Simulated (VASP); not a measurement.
# Bi2Se3 (P4mm) in VASP: notebook, part 3 of 3

VASP 6.6.1.

## Step 4: Relaxation of cell and atoms, PBE

This run uses another cell than the first one, of 34.90 Å³/atom.

INCAR

```
PREC = Accurate
ENCUT = 600
EDIFF = 1E-6
ISMEAR = 0
SIGMA = 0.1
LREAL = F
LASPH = T
NELM = 80
ALGO = Normal
ISIF = 3
LWAVE = F
LCHARG = F
GGA = PE
IBRION = 2
NSW = 90
EDIFFG = -0.04
```

KPOINTS

```
Automatic mesh
0
Gamma
  4 4 2
```

POSCAR

```
Bi2Se3
1.0
    4.4193636200      0.0000000000      0.0000000000
    0.0000000000      4.4193636200      0.0000000000
    0.0000000000      0.0000000000      8.9337431000
Bi Se
2 3
Direct
    0.5000000000      0.5000000000      0.6826805200
    0.0000000000      0.0000000000      0.8215615800
    0.0000000000      0.0000000000      0.2058229700
    0.5000000000      0.0000000000      0.0494685800
    0.0000000000      0.5000000000      0.0494685800
```

Potentials or basis: VASP PAW PBE potentials, release 64 (Bi_d, Se).

Run with:

```sh
> cat potpaw_PBE.64/Bi_d/POTCAR potpaw_PBE.64/Se/POTCAR > POTCAR
> mpirun -np 1 vasp_std > vasp.out
```

OUTCAR:

```text
PREC = Accurate
   ENCUT = 600
   EDIFF = 1E-6
   ISMEAR = 0
   LREAL = F
   LASPH = T
   NELM = 80
   ISIF = 3
   GGA = PE
   IBRION = 2
   NSW = 90
   EDIFFG = -0.04

 ion  position               nearest neighbor table
   1  0.500  0.500  0.683-   2 3.36   2 3.36   2 3.36   2 3.36
   2  0.000  0.000  0.822-   4 3.00   5 3.00   5 3.00   4 3.00   1 3.36   1 3.36   1 3.36   1 3.36

   3  0.000  0.000  0.206-   4 2.61   5 2.61   5 2.61   4 2.61
   4  0.500  0.000  0.049-   3 2.61   3 2.61   2 3.00   2 3.00
   5  0.000  0.500  0.049-   3 2.61   3 2.61   2 3.00   2 3.00

  LATTYP: Found a simple tetragonal cell.
 ALAT       =     4.4193636200
 C/A-ratio  =     2.0214998964

  Lattice vectors:

 A1 = (   4.4193636200,   0.0000000000,   0.0000000000)
 A2 = (   0.0000000000,   4.4193636200,   0.0000000000)
 A3 = (   0.0000000000,   0.0000000000,   8.9337431000)

Analysis of symmetry for initial positions (statically):
=====================================================================
 Subroutine PRICEL returns:
 Original cell was already a primitive cell.

 Routine SETGRP: Setting up the symmetry group for a
 simple tetragonal supercell.

 Subroutine GETGRP returns: Found  8 space group operations
 (whereof  8 operations were pure point group operations)
 out of a pool of 16 trial point group operations.

The static configuration has the point symmetry C_4v.

Analysis of symmetry for dynamics (positions and initial velocities):
=====================================================================
 Subroutine PRICEL returns:
 Original cell was already a primitive cell.

 Routine SETGRP: Setting up the symmetry group for a
 simple tetragonal supercell.

 Subroutine GETGRP returns: Found  8 space group operations
 (whereof  8 operations were pure point group operations)
 out of a pool of 16 trial point group operations.

[... 112 lines left out ...]
     AMIX     =   0.40;   BMIX     =  1.00
     AMIX_MAG =   1.60;   BMIX_MAG =  1.00
  volume/ion in A,a.u.               =      34.90       235.49
  Fermi-wavevector in a.u.,A,eV,Ry     =   1.064725  2.012039 15.424110  1.133640
  Thomas-Fermi vector in A             =   2.200253
   LORBIT       =      0    0 simple, 1 ext, 2 COOP (PROOUT), +10 PAW based schemes
   GGA     = PE    functional components
   LHFCALC =     F    Hartree Fock is set to
   AEXX    =    0.0000 exact exchange contribution
   IVDW    =     0    specifies the selected vdW correction
   LEPSILON=     F    determine dielectric tensor
   LRPA    =     F    only Hartree local field effects (RPA)
 conjugate gradient relaxation of ions
 non-spin polarized calculation
 Gauss-broadening in eV      SIGMA  =   0.10
  energy-cutoff  :      600.00
  volume of cell :      174.48
 maximum number of plane-waves:      5856
 NGX is ok and might be reduce to    36
   NGX = 17   NGY = 17   NGZ = 35

--------------------------------------- Ionic step        1  -------------------------------------------

 number of electron      47.9999994 magnetization

 Free energy of the ion-electron system (eV)
  ---------------------------------------------------
  ext. energy  EPLUGINS =         0.00000000
  ---------------------------------------------------
  free energy    TOTEN  =       -15.80208308 eV

  energy without entropy =      -15.76824427  energy(sigma->0) =      -15.78516368

------------------------ aborting loop because EDIFF is reached ----------------------------------------

  FORCE on cell =-STRESS in cart. coord.  units (eV):
  Direction    XX          YY          ZZ          XY          YZ          ZX
  --------------------------------------------------------------------------------------
  -------------------------------------------------------------------------------------
  Total        1.1813348      1.1813348      3.5823906      0.0000000      0.0000000      0.0000000
  in kB       10.8475245     10.8475245     32.8950524      0.0000000      0.0000000      0.0000000
  external PRESSURE =      18.1967005 kB  Pullay stress =       0.0000000 kB
[... 98 lines left out ...]
  FREE ENERGIE OF THE ION-ELECTRON SYSTEM (eV)
  ---------------------------------------------------
  free  energy   TOTEN  =       -15.9538636699 eV

  energy  without entropy=      -15.9232606073  energy(sigma->0) =      -15.93856214

[... ionic steps 4 to 30 ...]

--------------------------------------- Ionic step       31  -------------------------------------------

 number of electron      47.9999998 magnetization

------------------------ aborting loop because EDIFF is reached ----------------------------------------
[... 73 lines left out ...]
--------------------------------------- Ionic step       33  -------------------------------------------

 number of electron      47.9999995 magnetization

 Free energy of the ion-electron system (eV)
  ---------------------------------------------------
  ext. energy  EPLUGINS =         0.00000000
  ---------------------------------------------------
  free energy    TOTEN  =       -16.20329337 eV

  energy without entropy =      -16.18044404  energy(sigma->0) =      -16.19186870

 E-fermi :   2.4923     XC(G=0):  -7.7591

 val. band max:        2.4844599267   @ k =   0.2500   0.0000   0.0000
 cond. band min:       2.5221369809   @ k =   0.5000   0.5000   0.0000
 fundamental gap:      0.0376770542
 Fermi energy:         2.4923482105

 k-point     1 :       0.0000    0.0000    0.0000
  band No.  band energies     occupation
      1     -20.2315      2.00000
      2     -20.1727      2.00000
      3     -20.1202      2.00000
      4     -20.1186      2.00000
      5     -20.1186      2.00000
      6     -20.0079      2.00000
[... 393 lines left out ...]
  FREE ENERGIE OF THE ION-ELECTRON SYSTEM (eV)
  ---------------------------------------------------
  free  energy   TOTEN  =       -16.2032933668 eV

  energy  without entropy=      -16.1804440382  energy(sigma->0) =      -16.19186870

 reached required accuracy - stopping structural energy minimisation
```

CONTCAR:

```text
Bi2Se3
   1.00000000000000
     4.4433738019297842   -0.0000000000000000   -0.0000000000000000
     0.0000000000000000    4.4433738019297842   -0.0000000000000000
    -0.0000000000000000    0.0000000000000000    9.9682074845905451
  Bi              Se
     2     3
Direct
     0.5000000000000000    0.5000000000000000    0.6709258716339692
     0.0000000000000000    0.0000000000000000    0.7782214317215556
     1.0000000000000000    0.0000000000000000    0.1951727023123696
     0.5000000000000000    0.0000000000000000    0.0823411121660548
     0.0000000000000000    0.5000000000000000    0.0823411121660548

  0.00000000E+00  0.00000000E+00  0.00000000E+00
  0.00000000E+00  0.00000000E+00  0.00000000E+00
  0.00000000E+00  0.00000000E+00  0.00000000E+00
  0.00000000E+00  0.00000000E+00  0.00000000E+00
  0.00000000E+00  0.00000000E+00  0.00000000E+00
```

Wall time 17 min (1 thread of AMD EPYC 9R14 (Zen 4), shared host); peak memory 0.31 GiB.

What came out:

```yaml
Free_energy: -16.2033 eV
Relaxed_volume: 39.36 Å³/atom
Relaxed_cell: a = 4.443 Å, b = 4.443 Å, c = 9.968 Å, α = 90.00°, β = 90.00°, γ = 90.00°
Space_group_after_relaxing_to_0.1_Å: P4mm (No. 99)
Energy_gained_by_relaxing: 80.2 meV/atom
Ionic_steps: 33
Pressure_after_relaxing: 0.0 GPa
Largest_force_after_relaxing: 0.030 eV/Å
Band_gap_on_the_k_mesh: zero (bands 24 and 25 overlap by 1.16 eV)
```

Forces on the atoms (eV/Å):
```
Bi   0.000  0.000 -0.026
Bi   0.000  0.000 -0.005
Se   0.000  0.000 -0.029
Se   0.000  0.000  0.030
Se   0.000  0.000  0.030
```

Step by step:
```
step  energy change (eV)  largest force (eV/Å)  pressure (GPa)  volume (Å³)
   1              0.0000                0.9220            1.82       174.48
   2             -0.1462                0.4756           -0.66       184.65
   3             -0.1518                0.4443           -1.15       187.23
   4             -0.2429                0.2459           -0.42       184.66
   5             -0.2631                0.1472            0.19       182.98
   6             -0.2639                0.1588            0.34       182.61
   7             -0.2639                0.1649            0.40       182.46
   8             -0.2762                0.1987            0.08       184.79
   9             -0.3124                0.5142           -0.73       191.88
  10             -0.3113                0.7795           -1.71       206.57
  11             -0.3250                0.6682           -1.29       199.04
  12             -0.3266                0.6665           -1.29       199.32
  13             -0.3310                0.6573           -1.29       200.15
  14             -0.3389                0.6291           -1.28       201.82
  15             -0.3496                0.5132           -1.23       205.18
  16             -0.3406                0.2993           -1.03       211.99
  17             -0.3525                0.4091           -1.17       206.85
  18             -0.3607                0.3474           -1.02       205.72
  19             -0.3784                0.2258           -0.53       202.35
  20             -0.3797                0.2576            0.57       195.73
  21             -0.3849                0.1818            0.00       198.90
  22             -0.3849                0.1827            0.04       198.74
  23             -0.3862                0.1758            0.03       198.61
  24             -0.3896                0.1588            0.03       198.22
  25             -0.3948                0.1260            0.03       197.44
  26             -0.3990                0.0658            0.03       195.85
  27             -0.3991                0.0630            0.03       195.79
  28             -0.3994                0.0562            0.00       196.02
  29             -0.4001                0.0499           -0.10       196.71
  30             -0.4002                0.0729           -0.14       196.99
  31             -0.4003                0.0682           -0.13       196.98
  32             -0.4007                0.0552           -0.10       196.92
  33             -0.4012                0.0299           -0.03       196.81
```

Final structure:
```yaml
crystal:
  lattice:
    - [4.44337, 0.00000, 0.00000]
    - [0.00000, 4.44337, 0.00000]
    - [0.00000, 0.00000, 9.96821]
  atoms:
    - { symbol: Bi, position: [0.50000, 0.50000, 0.67093] }
    - { symbol: Bi, position: [0.00000, 0.00000, 0.77822] }
    - { symbol: Se, position: [0.00000, 0.00000, 0.19517] }
    - { symbol: Se, position: [0.50000, 0.00000, 0.08234] }
    - { symbol: Se, position: [0.00000, 0.50000, 0.08234] }
```

Caveat: spin-orbit coupling is left out, which moves the levels of the heavy elements; this functional lacks dispersion, which binds the layers, so the pressure and a relaxed spacing across them are unreliable.

## Step 5: Single point, PBE

This run uses another cell than the first one, of 29.43 Å³/atom.

INCAR

```
SYSTEM = Bi2Se3
PREC     = Accurate       ! precision mode
ENCUT    = 520            ! plane-wave cutoff, eV
EDIFF    = 1E-6           ! SCF threshold, eV
ISMEAR   = 0              ! smearing method
SIGMA    = 0.1            ! smearing width, eV
LREAL    = .FALSE.        ! projectors in reciprocal space
LASPH    = .TRUE.         ! aspherical terms in the spheres
NELM     = 100            ! most SCF steps
ALGO     = Normal         ! electronic algorithm
ISIF     = 2              ! what is computed and relaxed
LWAVE    = .FALSE.        ! write WAVECAR
LCHARG   = .TRUE.         ! write CHGCAR
GGA      = PE             ! functional
LELF     = .TRUE.         ! ELF
LVHAR    = .TRUE.       
NBANDS   = 32             ! bands
```

KPOINTS

```
Automatic mesh
0
G
  10 10 4
  0 0 0
```

POSCAR

```
Bi2Se3
1.0
    4.0024102093      0.0000000000      0.0000000000
    0.0000000000      4.0024102093      0.0000000000
    0.0000000000      0.0000000000      9.1863321739
Bi Se
2 3
Direct
    0.5000000000      0.5000000000      0.5371423490
    0.0000000000      0.0000000000      0.7726265241
    0.0000000000      0.0000000000      0.4289619005
    0.5000000000      0.0000000000      0.0351357281
    0.0000000000      0.5000000000      0.0351357281
```

Run with:

```sh
> cat potpaw_PBE.64/Bi_d/POTCAR potpaw_PBE.64/Se/POTCAR > POTCAR
> mpirun -np 1 vasp_std > vasp.out
```

Wall time 2.8 min (1 thread of AMD EPYC 9R14 (Zen 4), shared host); peak memory 0.36 GiB.

It converged, with:

| Item | Value |
| --- | --- |
| Free energy | -18.0101 eV |
| Pressure | 0.0 GPa |
| Largest force | 0.013 eV/Å |
| Band gap on the k mesh | zero (bands 24 and 25 overlap by 1.46 eV) |

Forces in eV/Å, atoms in the order of the input:
```
Bi   0.000  0.000  0.012
Bi   0.000  0.000  0.006
Se   0.000  0.000 -0.013
Se   0.000  0.000 -0.002
Se   0.000  0.000 -0.002
```

Levels at points of the mesh, in eV from the Fermi level:
| k point | band 21 | band 22 | band 23 | band 24 | band 25 | band 26 | band 27 | band 28 |
| --- | --- | --- | --- | --- | --- | --- | --- | --- |
| (0.00, 0.00, 0.00) | -2.90 | -0.43 | -0.24 | 0.52 | 0.52 | 2.26 | 2.26 | 2.38 |
| (0.50, 0.00, 0.00) | -1.81 | -1.79 | -1.79 | -1.59 | -0.75 | 0.18 | 0.45 | 1.52 |
| (0.50, 0.50, 0.00) | -3.35 | -2.34 | -0.89 | -0.26 | -0.26 | 0.91 | 2.61 | 2.61 |
| (0.00, 0.00, 0.50) | -1.76 | -0.65 | -0.24 | 0.59 | 0.59 | 1.60 | 2.29 | 2.29 |
| (0.50, 0.00, 0.50) | -1.85 | -1.81 | -1.61 | -1.57 | -0.44 | 0.16 | 0.44 | 1.57 |
| (0.50, 0.50, 0.50) | -3.13 | -2.72 | -0.82 | -0.74 | -0.74 | 1.60 | 3.20 | 3.20 |

Caveat: spin-orbit coupling is left out, which moves the levels of the heavy elements; this functional lacks dispersion, which binds the layers, so the pressure and a relaxed spacing across them are unreliable.

## Step 6: Overview

| task | cell | k mesh | cutoff (eV) | gap on the mesh (eV) | pressure (GPa) | largest force (eV/Å) |
| --- | --- | --- | --- | --- | --- | --- |
| single point | a = 3.951, b = 3.951, c = 9.245 Å, 5 atoms, atomic positions A | 4 × 4 × 2 | 520 | none | -0.1 | 0.03 |
| single point | a = 4.419, b = 4.419, c = 8.934 Å, 5 atoms, atomic positions B | 4 × 4 × 2 | 520 | none | 1.8 | 0.92 |
| relaxation of cell and atoms | relaxed from a = 4.419, b = 4.419, c = 8.934 Å, 5 atoms, atomic positions B | 4 × 4 × 2 | 600 | none | 0.0 | 0.03 |
| single point | a = 4.002, b = 4.002, c = 9.186 Å, 5 atoms, atomic positions C | 10 × 10 × 4 | 520 | none | 0.0 | 0.01 |

Alike in all rows: level PBE; potentials or basis VASP PAW PBE potentials, release 64 (Bi_d, Se); no spin polarisation; smearing gaussian 0.1 eV.

Caveats: some runs use coarse meshes; spin-orbit coupling is left out, which moves the levels of the heavy elements; this functional lacks dispersion, which binds the layers, so the pressure and a relaxed spacing across them are unreliable.

Absolute energies hang on the potentials; compare differences alone.
